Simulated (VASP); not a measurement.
# MgO (P-6m2) in VASP: further runs

MgO is run at these levels: r2SCAN; tasks: single point.

All numbers are computed with VASP 6.6.1; they aren't measurements. Logs are shortened: lines on timing, memory, paths and dates and some standing lists are left out, and cuts for length are marked.

### Step 1. The cell of the first run

Symmetry: P-6m2, No. 187, hexagonal system. Conventional cell: a = 2.857 Å, b = 2.857 Å, c = 2.606 Å, α = 90.00°, β = 90.00°, γ = 120.00°. Within 2.8 Å of Mg (site symmetry -6m2) lie 6 O at 2.10 Å and 2 Mg at 2.61 Å. O (site symmetry -6m2) has 6 Mg at 2.10 Å and 2 O at 2.61 Å within 2.8 Å.

### Step 2. Single point, r2SCAN

Input file POSCAR:

```
MgO
1.0
    2.8574863958      0.0000000000      0.0000000000
   -1.4287427116      2.4746559820      0.0000000000
    0.0000000000      0.0000000000      2.6062268258
Mg O
1 1
Direct
    0.0000000000      0.0000000000      0.0000000000
    0.3333333333      0.6666666667      0.5000000000
```

Input file INCAR.step1:

```
PREC     = Accurate       # precision mode
ENCUT    = 520            # plane-wave cutoff, eV
ISMEAR   = 0              # smearing method
SIGMA    = 0.01           # smearing width, eV
LREAL    = F              # projectors in reciprocal space
LASPH    = T              # aspherical terms in the spheres
NELM     = 60             # most SCF steps
NBANDS   = 11             # bands
GGA      = PE             # functional
ALGO     = Normal         # electronic algorithm
EDIFF    = 1E-4           # SCF threshold, eV
LWAVE    = T              # write WAVECAR
LCHARG   = F              # write CHGCAR
```

Input file INCAR.step2:

```
PREC     = Accurate       # precision mode
ENCUT    = 520            # plane-wave cutoff, eV
EDIFF    = 1E-6           # SCF threshold, eV
ISMEAR   = 0              # smearing method
SIGMA    = 0.01           # smearing width, eV
LREAL    = F              # projectors in reciprocal space
LASPH    = T              # aspherical terms in the spheres
NELM     = 60             # most SCF steps
ALGO     = Normal         # electronic algorithm
ISIF     = 2              # what is computed and relaxed
LWAVE    = F              # write WAVECAR
LCHARG   = F              # write CHGCAR
METAGGA  = R2SCAN         # meta-GGA
LMIXTAU  = T            
NBANDS   = 11             # bands
ISTART   = 1
```

Input file KPOINTS:

```
regular mesh
0
Gamma
  12 12 8
```

Potentials or basis: VASP PAW PBE potentials, release 64 (Mg, O).

Command:

```sh
> cat potpaw_PBE.64/Mg/POTCAR potpaw_PBE.64/O/POTCAR > POTCAR
> cp INCAR.step1 INCAR
> mpirun -np 1 vasp_std > vasp.out
> cp INCAR.step2 INCAR
> mpirun -np 1 vasp_std > vasp.out
```

OUTCAR:

```text
PREC = Accurate
   ENCUT = 520
   EDIFF = 1E-6
   ISMEAR = 0
   LREAL = F
   LASPH = T
   NELM = 60
   ISIF = 2
   METAGGA = R2SCAN
   ISTART = 1

 ion  position               nearest neighbor table
   1  0.000  0.000  0.000-   2 2.10   2 2.10   2 2.10   2 2.10   2 2.10   2 2.10
   2  0.333  0.667  0.500-   1 2.10   1 2.10   1 2.10   1 2.10   1 2.10   1 2.10

  LATTYP: Found a hexagonal cell.
 ALAT       =     2.8574863958
 C/A-ratio  =     0.9120697231

  Lattice vectors:

 A1 = (   2.8574863958,   0.0000000000,   0.0000000000)
 A2 = (  -1.4287427116,   2.4746559820,   0.0000000000)
 A3 = (   0.0000000000,   0.0000000000,   2.6062268258)

Analysis of symmetry for initial positions (statically):
=====================================================================
 Subroutine PRICEL returns:
 Original cell was already a primitive cell.

 Routine SETGRP: Setting up the symmetry group for a
 hexagonal supercell.

 Subroutine GETGRP returns: Found 12 space group operations
 (whereof 12 operations were pure point group operations)
 out of a pool of 24 trial point group operations.

The static configuration has the point symmetry D_3h.

Analysis of symmetry for dynamics (positions and initial velocities):
=====================================================================
 Subroutine PRICEL returns:
 Original cell was already a primitive cell.

 Routine SETGRP: Setting up the symmetry group for a
 hexagonal supercell.

 Subroutine GETGRP returns: Found 12 space group operations
 (whereof 12 operations were pure point group operations)
 out of a pool of 24 trial point group operations.

The dynamic configuration has the point symmetry D_3h.

 Subroutine INISYM returns: Found 12 space group operations
 (whereof 12 operations are pure point group operations),
 and found     1 'primitive' translations

----------------------------------------------------------------------------------------

                                     Primitive cell

  volume of cell :      18.4294

  direct lattice vectors                    reciprocal lattice vectors
     2.857486396  0.000000000  0.000000000     0.349957922  0.202048217  0.000000000
    -1.428742712  2.474655982  0.000000000     0.000000000  0.404096572  0.000000000
     0.000000000  0.000000000  2.606226826     0.000000000  0.000000000  0.383696457

  length of vectors
     2.857486396  2.857486302  2.606226826     0.404096559  0.404096572  0.383696457

  position of ions in fractional coordinates (direct lattice)
     0.000000000  0.000000000  0.000000000
[... 83 lines left out ...]
   NFREE  =      0    steps in history (QN), initial steepest desc. (CG)
   ISIF   =      2    stress and relaxation
   ISYM   =      2    0-nonsym 1-usesym 2-fastsym
   POTIM  = 0.5000    time-step for ionic-motion
   TEBEG  =    0.0;   TEEND  =   0.0 temperature during run
   PSTRESS=    0.0 pullay stress
   NELECT =       8.0000    total number of electrons
   NUPDOWN=      -1.0000    fix difference up-down
   EMIN   =  10.00;   EMAX   =-10.00  energy-range for DOS
   EFERMI =   0.00;   METHOD = LEGACY
   ISMEAR =     0;   SIGMA  =   0.01  broadening in eV -4-tet -1-fermi 0-gaus
   EFERMI_NEDOS =   21; number of points for ismear=-14 and -15
   IALGO  =     38    algorithm
   IMIX   =      4    mixing-type and parameters
     AMIX     =   0.40;   BMIX     =  1.00
     AMIX_MAG =   1.60;   BMIX_MAG =  1.00
  volume/ion in A,a.u.               =       9.21        62.18
  Fermi-wavevector in a.u.,A,eV,Ry     =   1.239561  2.342430 20.905493  1.536510
  Thomas-Fermi vector in A             =   2.374039
   LORBIT       =      0    0 simple, 1 ext, 2 COOP (PROOUT), +10 PAW based schemes
   METAGGA = R2SCAN    functional components
   LHFCALC =     F    Hartree Fock is set to
   AEXX    =    0.0000 exact exchange contribution
   IVDW    =     0    specifies the selected vdW correction
   LEPSILON=     F    determine dielectric tensor
   LRPA    =     F    only Hartree local field effects (RPA)
 non-spin polarized calculation
 Gauss-broadening in eV      SIGMA  =   0.01
  energy-cutoff  :      520.00
  volume of cell :       18.43
 maximum number of plane-waves:       504
 NGX is ok and might be reduce to    24
   NGX = 11   NGY = 11   NGZ =  9

 number of electron       8.0000000 magnetization

 Free energy of the ion-electron system (eV)
  ---------------------------------------------------
  ext. energy  EPLUGINS =         0.00000000
  ---------------------------------------------------
  free energy    TOTEN  =       -15.39656613 eV

  energy without entropy =      -15.39656613  energy(sigma->0) =      -15.39656613

 E-fermi :   3.6459     XC(G=0): -11.6366

 val. band max:        3.5893782587   @ k =   0.3333   0.3333   0.0000
 cond. band min:       8.0264836767   @ k =   0.0000   0.0000   0.0000
 fundamental gap:      4.4371054180
 Fermi energy:         3.6458511035

 k-point     1 :       0.0000    0.0000    0.0000
  band No.  band energies     occupation
      1     -15.2620      2.00000
      2       2.9001      2.00000
      3       2.9001      2.00000
      4       3.1613      2.00000
      5       8.0265      0.00000
      6      16.7687      0.00000
      7      20.8911      0.00000
      8      20.8911      0.00000
      9      25.7038      0.00000
     10      27.2053      0.00000
     11      28.9183      0.00000
[... 309 lines left out ...]
 k-point    24 :       0.3333    0.0000    0.1250
  band No.  band energies     occupation
      1     -14.2839      2.00000
      2      -0.6158      2.00000
      3       2.3712      2.00000
      4       2.6399      2.00000
      5      11.3824      0.00000
      6      15.9349      0.00000
      7      19.5750      0.00000
      8      22.7240      0.00000
      9      23.0858      0.00000
     10      29.0774      0.00000
     11      29.9926      0.00000

 [... further k-points ...]
[... 5 lines left out ...]
  --------------------------------------------------------------------------------------
  -------------------------------------------------------------------------------------
  Total        0.7120184      0.7120185      0.9695037      0.0000001      0.0000000     -0.0000000
  in kB       61.8999906     61.8999992     84.2847163      0.0000122      0.0000000     -0.0000000
  external PRESSURE =      69.3615687 kB  Pullay stress =       0.0000000 kB

 VOLUME and BASIS-vectors are now :
 -----------------------------------------------------------------------------
  energy-cutoff  :      520.00
  volume of cell :       18.43
      direct lattice vectors                 reciprocal lattice vectors
     2.857486396  0.000000000  0.000000000     0.349957922  0.202048217  0.000000000
    -1.428742712  2.474655982  0.000000000     0.000000000  0.404096572  0.000000000
     0.000000000  0.000000000  2.606226826     0.000000000  0.000000000  0.383696457

 POSITION                                       TOTAL-FORCE (eV/Angst)
 -----------------------------------------------------------------------------------
      0.00000      0.00000      0.00000        -0.000000      0.000000      0.000000
      0.00000      1.64977      1.30311         0.000000     -0.000000      0.000000
 -----------------------------------------------------------------------------------
    total drift:                                0.000008     -0.000002     -0.000000

  FREE ENERGIE OF THE ION-ELECTRON SYSTEM (eV)
  ---------------------------------------------------
  free  energy   TOTEN  =       -15.3965661344 eV

  energy  without entropy=      -15.3965661344  energy(sigma->0) =      -15.39656613
```

Wall time 51 s (1 thread of AMD EPYC 7R13 (Zen 3), shared host); peak memory 0.12 GiB.

What came out:

| Quantity | Value |
| --- | --- |
| Free energy | -15.3966 eV |
| Pressure | 6.9 GPa |
| Band gap on the k mesh | 4.44 eV, indirect (least direct gap 4.87 eV) |

Caveat: the PAW data sets were made with another functional, which shifts forces and pressure a little. r2SCAN opens gaps a little over a GGA but as a rule still falls short of measured ones.

### Step 3. Single point, r2SCAN

This run uses another cell than the first one, of 9.48 Å³/atom, 1.029 times its volume.

Input file POSCAR:

```
MgO
1.0
    2.8848324248      0.0000000000      0.0000000000
   -1.4424157215      2.4983383395      0.0000000000
    0.0000000000      0.0000000000      2.6311683109
Mg O
1 1
Direct
    0.0000000000      0.0000000000      0.0000000000
    0.3333333333      0.6666666667      0.5000000000
```

Input file INCAR.step1:

```
SYSTEM = MgO
ALGO = Normal ; EDIFF = 1E-4
ENCUT = 520 ; GGA = PE
ISMEAR = 0 ; LASPH = .TRUE.
LCHARG = .FALSE. ; LREAL = .FALSE.
LWAVE = .TRUE. ; NBANDS = 11
NELM = 60 ; PREC = Accurate
SIGMA = 0.01
```

Input file INCAR.step2:

```
SYSTEM = MgO
ALGO = Normal ; EDIFF = 1E-6
ENCUT = 520 ; ISIF = 2
ISMEAR = 0 ; ISTART = 1
LASPH = .TRUE. ; LCHARG = .FALSE.
LMIXTAU = .TRUE. ; LREAL = .FALSE.
LWAVE = .FALSE. ; METAGGA = R2SCAN
NBANDS = 11 ; NELM = 60
PREC = Accurate ; SIGMA = 0.01
```

Input file KPOINTS:

```
k-points
0
G
  12 12 8
  0 0 0
```

Potentials or basis: VASP PAW PBE potentials, release 64 (Mg, O).

Command:

```sh
> cat potpaw_PBE.64/Mg/POTCAR potpaw_PBE.64/O/POTCAR > POTCAR
> cp INCAR.step1 INCAR
> mpirun -np 1 vasp_std > vasp.out
> cp INCAR.step2 INCAR
> mpirun -np 1 vasp_std > vasp.out
```

It took 59 s on 1 thread of AMD EPYC 7R13 (Zen 3), shared host; peak memory 0.12 GiB.

Results (log left out):

```yaml
Free_energy: -15.4119 eV
Pressure: 1.9 GPa
Band_gap_on_the_k_mesh: 4.20 eV, indirect (least direct gap 4.62 eV)
```

Stress tensor (GPa, compression positive):
```
1.57 0.00 0.00
0.00 1.57 0.00
0.00 0.00 2.55
```

Levels at points of the mesh, in eV from the valence-band top:
```
           k point  band 1  band 2  band 3  band 4  band 5  band 6  band 7  band 8
(0.00, 0.00, 0.00)  -18.69   -0.67   -0.67   -0.42    4.20   13.08   17.05   17.05
(0.50, 0.00, 0.00)  -17.57   -5.16   -1.43   -0.05    7.69   12.27   14.53   19.88
(0.00, 0.00, 0.50)  -17.53   -5.62   -0.11   -0.11    9.69   10.39   19.00   19.00
(0.50, 0.00, 0.50)  -16.74   -3.99   -3.61   -0.92    6.79   12.77   15.97   16.75
```

Caveat: the PAW data sets were made with another functional, which shifts forces and pressure a little.

### Step 4. Single point, r2SCAN

This run uses another cell than the first one, of 9.75 Å³/atom, 1.058 times its volume.

Input file POSCAR:

```
MgO
1.0
    2.9116696164      0.0000000000      0.0000000000
   -1.4558343127      2.5215800308      0.0000000000
    0.0000000000      0.0000000000      2.6556457008
Mg O
1 1
Direct
    0.0000000000      0.0000000000      0.0000000000
    0.3333333333      0.6666666667      0.5000000000
```

Input file INCAR.step1:

```
SYSTEM = MgO
PREC = Accurate
ENCUT = 520
ISMEAR = 0
SIGMA = 0.01
LREAL = .FALSE.
LASPH = .TRUE.
NELM = 80
NBANDS = 11
GGA = PE
ALGO = Normal
EDIFF = 1E-4
LWAVE = .TRUE.
LCHARG = .FALSE.
```

Input file INCAR.step2:

```
SYSTEM = MgO
PREC = Accurate
ENCUT = 520
EDIFF = 1E-6
ISMEAR = 0
SIGMA = 0.01
LREAL = .FALSE.
LASPH = .TRUE.
NELM = 80
ALGO = Normal
ISIF = 2
LWAVE = .FALSE.
LCHARG = .FALSE.
METAGGA = R2SCAN
LMIXTAU = .TRUE.
NBANDS = 11
ISTART = 1
```

Input file KPOINTS:

```
regular mesh
0
G
  12 12 8
  0 0 0
```

Command:

```sh
> cat potpaw_PBE.64/Mg/POTCAR potpaw_PBE.64/O/POTCAR > POTCAR
> cp INCAR.step1 INCAR
> mpirun -np 1 vasp_std > vasp.out
> cp INCAR.step2 INCAR
> mpirun -np 1 vasp_std > vasp.out
```

It took 58 s on 1 thread of AMD EPYC 7R13 (Zen 3), shared host; peak memory 0.12 GiB.

The run converged. Its results:

| Item | Value |
| --- | --- |
| Free energy | -15.4115 eV |
| Pressure | -2.5 GPa |
| Band gap on the k mesh | 3.97 eV, indirect (least direct gap 4.39 eV) |

Stress tensor (GPa, compression positive):
```
-2.43  0.00  0.00
 0.00 -2.43  0.00
 0.00  0.00 -2.54
```

Levels at points of the mesh, in eV from the valence-band top:
```tsv
k point	band 1	band 2	band 3	band 4	band 5	band 6	band 7	band 8	band 9
(0.00, 0.00, 0.00)	-18.54	-0.65	-0.65	-0.42	3.97	12.98	16.81	16.81	21.42
(0.50, 0.00, 0.00)	-17.48	-5.02	-1.39	-0.05	7.54	11.93	14.33	19.46	20.22
(0.00, 0.00, 0.50)	-17.44	-5.48	-0.11	-0.11	9.42	10.14	18.79	18.79	19.81
(0.50, 0.00, 0.50)	-16.69	-3.88	-3.51	-0.89	6.70	12.57	15.56	16.41	16.48
```

Caveat: the PAW data sets were made with another functional, which shifts forces and pressure a little.

(Part 1 of 2 ends here.)
